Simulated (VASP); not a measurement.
Set up this calculation in VASP 6.6.1, as the native input.

- Task: single point
- Functional: PBE
- Dispersion: D3(BJ)
- Potentials or basis: VASP PAW PBE potentials, release 64 (Zn, O)
- Cutoff: 520 eV
- k mesh: 9 × 9 × 4
- Occupations: gaussian, width 0.05 eV
- Spin: no spin polarisation
- Dipole correction: no
- Further INCAR settings: ALGO = Normal; EDIFF = 1e-06; NBANDS = 26

The structure of ZnO lies in POSCAR:

```
ZnO
1.0
    3.3866061734      0.0000000000      0.0000000000
   -1.6933030867      2.9328869788      0.0000000000
    0.0000000000      0.0000000000      7.0234847298
Zn O
2 2
Direct
    0.0000000000      0.0000000000      0.7500000000
    0.0000000000      0.0000000000      0.2500000000
    0.3333333333      0.6666666667      0.2500000000
    0.6666666667      0.3333333333      0.7500000000
```

This cell differs from its parent crystal: strain +0.030 along x and y, -0.015 along z.

The input as run:

INCAR

```
PREC     = Accurate       # precision mode
ENCUT    = 520            # plane-wave cutoff, eV
EDIFF    = 1E-6           # SCF threshold, eV
ISMEAR   = 0              # smearing method
SIGMA    = 0.05           # smearing width, eV
LREAL    = False          # projectors in reciprocal space
LASPH    = True           # aspherical terms in the spheres
NELM     = 60             # most SCF steps
ALGO     = Normal         # electronic algorithm
ISIF     = 2              # what is computed and relaxed
LWAVE    = False          # write WAVECAR
LCHARG   = True           # write CHGCAR
GGA      = PE             # functional
IVDW     = 12             # dispersion correction
LELF     = True           # ELF
LVHAR    = True         
NBANDS   = 26             # bands
```

KPOINTS

```
regular mesh
0
Gamma
  9 9 4
```

Potentials or basis: VASP PAW PBE potentials, release 64 (Zn, O).

Run with:

```bash
$ cat potpaw_PBE.64/Zn/POTCAR potpaw_PBE.64/O/POTCAR > POTCAR
$ mpirun -np 1 vasp_std > vasp.out
```

Results of the run:

| Property | Result |
| --- | --- |
| Pressure | -8.2 GPa |
| Band gap on the k mesh | 0.74 eV |
| Dispersion energy per atom | -0.149 eV |

Caveat: the cell differs from its parent crystal (strain +0.030 along x and y, -0.015 along z); the cell stands under tension; an odd mesh through Γ misses points on the zone boundary, where band edges can lie.

Run time: 2.1 min on 1 thread of Intel Xeon 8259CL, on a shared host, peak memory 0.23 GiB.
